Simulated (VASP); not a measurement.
# Mo (Fm-3m) in VASP: further runs, part 2 of 2

VASP 6.6.1.

### 5 Relaxation of cell and atoms, LDA

This run uses another cell than the first one, of 15.59 Å³/atom, 0.983 times its volume.

File INCAR:

```
SYSTEM = Mo
PREC = Accurate ; ENCUT = 600
EDIFF = 1E-7 ; ISMEAR = -1
SIGMA = 0.1 ; LREAL = .FALSE.
LASPH = .TRUE. ; NELM = 80
ALGO = Normal ; ISIF = 3
LWAVE = .FALSE. ; LCHARG = .FALSE.
GGA = CA ; IBRION = 2
NSW = 80 ; EDIFFG = -0.01
```

File KPOINTS:

```
regular mesh
0
G
  14 14 14
  0 0 0
```

File POSCAR:

```
Mo
1.0
    0.0000000000      1.9826747602      1.9826747602
    1.9826747602      0.0000000000      1.9826747602
    1.9826747602      1.9826747602      0.0000000000
Mo
1
Direct
    0.0000000000      0.0000000000      0.0000000000
```

Potentials or basis: VASP PAW LDA potentials, release 64 (Mo_sv).

On the command line:

```sh
cat potpaw_LDA.64/Mo_sv/POTCAR > POTCAR
mpirun -np 1 vasp_std > vasp.out
```

OUTCAR:

```text
SYSTEM = Mo
   PREC = Accurate
   ENCUT = 600
   EDIFF = 1E-7
   ISMEAR = -1
   LREAL = .FALSE.
   LASPH = .TRUE.
   NELM = 80
   ISIF = 3
   GGA = CA
   IBRION = 2
   NSW = 80
   EDIFFG = -0.01

 ion  position               nearest neighbor table
   1  0.000  0.000  0.000-

  LATTYP: Found a face centered cubic cell.
 ALAT       =     3.9653495204

  Lattice vectors:

 A1 = (   0.0000000000,   1.9826747602,   1.9826747602)
 A2 = (   1.9826747602,   0.0000000000,   1.9826747602)
 A3 = (   1.9826747602,   1.9826747602,   0.0000000000)

Analysis of symmetry for initial positions (statically):
=====================================================================
 Subroutine PRICEL returns:
 Original cell was already a primitive cell.

 Routine SETGRP: Setting up the symmetry group for a
 face centered cubic supercell.

 Subroutine GETGRP returns: Found 48 space group operations
 (whereof 48 operations were pure point group operations)
 out of a pool of 48 trial point group operations.

The static configuration has the point symmetry O_h .

Analysis of symmetry for dynamics (positions and initial velocities):
=====================================================================
 Subroutine PRICEL returns:
 Original cell was already a primitive cell.

 Routine SETGRP: Setting up the symmetry group for a
 face centered cubic supercell.

 Subroutine GETGRP returns: Found 48 space group operations
 (whereof 48 operations were pure point group operations)
 out of a pool of 48 trial point group operations.

The dynamic configuration has the point symmetry O_h .

 Subroutine INISYM returns: Found 48 space group operations
 (whereof 48 operations are pure point group operations),
 and found     1 'primitive' translations

----------------------------------------------------------------------------------------

                                     Primitive cell

[... 127 lines left out ...]

 number of electron      13.9999999 magnetization

 Free energy of the ion-electron system (eV)
  ---------------------------------------------------
  ext. energy  EPLUGINS =         0.00000000
  ---------------------------------------------------
  free energy    TOTEN  =       -11.71726395 eV

  energy without entropy =      -11.67770398  energy(sigma->0) =      -11.69748397

------------------------ aborting loop because EDIFF is reached ----------------------------------------

  FORCE on cell =-STRESS in cart. coord.  units (eV):
  Direction    XX          YY          ZZ          XY          YZ          ZX
  --------------------------------------------------------------------------------------
  -------------------------------------------------------------------------------------
  Total       -0.4568553     -0.4568553     -0.4568553      0.0000000      0.0000000     -0.0000000
  in kB      -46.9574853    -46.9574853    -46.9574853      0.0000000      0.0000000     -0.0000000
  external PRESSURE =     -46.9574853 kB  Pullay stress =       0.0000000 kB
[... 57 lines left out ...]
--------------------------------------- Ionic step        3  -------------------------------------------

 number of electron      13.9999999 magnetization

 Free energy of the ion-electron system (eV)
  ---------------------------------------------------
  ext. energy  EPLUGINS =         0.00000000
  ---------------------------------------------------
  free energy    TOTEN  =       -11.72147345 eV

  energy without entropy =      -11.68331192  energy(sigma->0) =      -11.70239269

 E-fermi :  12.3936     XC(G=0): -13.7015

 val. band max:       12.3642949317   @ k =  -0.4286   0.3571   0.0714
 cond. band min:      12.3965454553   @ k =   0.3571   0.0000   0.0000
 fundamental gap:      0.0322505235
 Fermi energy:        12.3935985318

 k-point     1 :       0.0000    0.0000    0.0000
  band No.  band energies     occupation
      1     -47.9736      2.00000
      2     -21.3857      2.00000
      3     -21.3857      2.00000
      4     -21.3857      2.00000
      5       5.5115      2.00000
      6      11.5817      1.99940
      7      11.5817      1.99940
      8      11.5817      1.99940
      9      14.4242      0.00000
     10      14.4242      0.00000
     11      25.5020      0.00000
[... 309 lines left out ...]
 k-point    24 :       0.2857    0.1429    0.0000
  band No.  band energies     occupation
      1     -47.8104      2.00000
      2     -22.1630      2.00000
      3     -21.5928      2.00000
      4     -21.5775      2.00000
      5       7.8984      2.00000
      6      10.0643      2.00000
      7      11.8271      1.99309
      8      12.7110      0.08032
      9      14.1497      0.00000
     10      15.3967      0.00000
     11      27.5672      0.00000

 [... further k-points ...]

------------------------ aborting loop because EDIFF is reached ----------------------------------------

  FORCE on cell =-STRESS in cart. coord.  units (eV):
  Direction    XX          YY          ZZ          XY          YZ          ZX
  --------------------------------------------------------------------------------------
  -------------------------------------------------------------------------------------
  Total       -0.0090799     -0.0090799     -0.0090799      0.0000000      0.0000000      0.0000000
  in kB       -0.9502160     -0.9502160     -0.9502160      0.0000000      0.0000000      0.0000000
  external PRESSURE =      -0.9502160 kB  Pullay stress =       0.0000000 kB
[... 16 lines left out ...]
  FREE ENERGIE OF THE ION-ELECTRON SYSTEM (eV)
  ---------------------------------------------------
  free  energy   TOTEN  =       -11.7214734489 eV

  energy  without entropy=      -11.6833119228  energy(sigma->0) =      -11.70239269

 reached required accuracy - stopping structural energy minimisation
```

It took 87 s on 1 thread of AMD EPYC 7R13, shared host; peak memory 0.12 GiB.

Results:

```
Free energy                            : -11.7215 eV
Relaxed volume                         : 15.31 Å³/atom
Relaxed cell                           : a = 2.787 Å, b = 2.787 Å, c = 2.787 Å, α = 60.00°, β = 60.00°, γ = 60.00°
Space group after relaxing (to 0.05 Å) : Fm-3m (No. 225)
Energy gained by relaxing              : 4.2 meV/atom
Ionic steps                            : 3
Pressure after relaxing                : -0.1 GPa
Band gap on the k mesh                 : zero (band 7 reaches 16.61 eV, above the bottom of band 8 at 11.58 eV)
```

The path:
```
step  energy change (eV)  largest force (eV/Å)  pressure (GPa)  volume (Å³)
   1              0.0000                0.0000           -4.70        15.59
   2              0.0267                0.0000           14.24        14.58
   3             -0.0042                0.0000           -0.10        15.31
```

Final structure:
```yaml
crystal:
  lattice:
    - [0.00000, 1.97082, 1.97082]
    - [1.97082, 0.00000, 1.97082]
    - [1.97082, 1.97082, 0.00000]
  atoms:
    - { symbol: Mo, position: [0.00000, 0.00000, 0.00000] }
```

### 6 The runs side by side

| task | cell | k mesh | cutoff (eV) | gap on the mesh (eV) | pressure (GPa) |
| --- | --- | --- | --- | --- | --- |
| single point | a = 2.820 Å, angles 60.0°, 1 atom | 15 × 15 × 15 | 520 | none | -8.3 |
| single point | a = 2.855 Å, angles 60.0°, 1 atom | 15 × 15 × 15 | 520 | none | -16.4 |
| single point | a = 2.890 Å, angles 60.0°, 1 atom | 15 × 15 × 15 | 520 | none | -23.0 |
| relaxation of cell and atoms | relaxed from a = 2.804 Å, angles 60.0°, 1 atom | 14 × 14 × 14 | 600 | none | -0.1 |

Alike in all rows: level LDA; potentials or basis VASP PAW LDA potentials, release 64 (Mo_sv); no spin polarisation; smearing fermi-dirac 0.1 eV.

Absolute energies hang on the potentials; compare differences alone.
